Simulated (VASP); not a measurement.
Input of a VASP 6.6.1 run:

INCAR

```
SYSTEM = AlN
PREC     = Accurate       ! precision mode
ENCUT    = 520            ! plane-wave cutoff, eV
EDIFF    = 1E-7           ! SCF threshold, eV
ISMEAR   = 0              ! smearing method
SIGMA    = 0.05           ! smearing width, eV
LREAL    = .FALSE.        ! projectors in reciprocal space
LASPH    = .TRUE.         ! aspherical terms in the spheres
NELM     = 100            ! most SCF steps
ALGO     = Normal         ! electronic algorithm
ISIF     = 2              ! what is computed and relaxed
LWAVE    = .FALSE.        ! write WAVECAR
LCHARG   = .FALSE.        ! write CHGCAR
GGA      = CA             ! functional
NBANDS   = 16             ! bands
```

Contents of KPOINTS:

```
Automatic mesh
0
G
  9 9 6
  0 0 0
```

POSCAR

```
AlN
1.0
    3.0887424016      0.0000000000      0.0000000000
   -1.5443712008      2.6749293856      0.0000000000
    0.0000000000      0.0000000000      4.9437688231
Al N
2 2
Direct
    0.3101974288      0.6538065141      0.0015212672
    0.6898025712      0.3461934859      0.5015212672
    0.3539782469      0.6781421955      0.3834787328
    0.6460217531      0.3218578045      0.8834787328
```

Potentials or basis: VASP PAW LDA potentials, release 64 (Al, N).

Command:

```bash
$ cat potpaw_LDA.64/Al/POTCAR potpaw_LDA.64/N/POTCAR > POTCAR
$ mpirun -np 1 vasp_std > vasp.out
```

Estimate the band gap on the k mesh.

4.38 eV, direct.

Estimate the largest force.

0.373 eV/Å.

What does it give for the pressure?

0.5 GPa.

Forces on the atoms (eV/Å):
```
Al   0.311  0.203  0.028
Al  -0.311 -0.203  0.028
N   -0.127 -0.086 -0.028
N    0.127  0.086 -0.028
```

Caveat: the cell differs from its parent crystal (mode 4 frozen in at -0.052 Å and mode 5 at -0.034 Å (largest displacements)). A k mesh can miss the band edges.
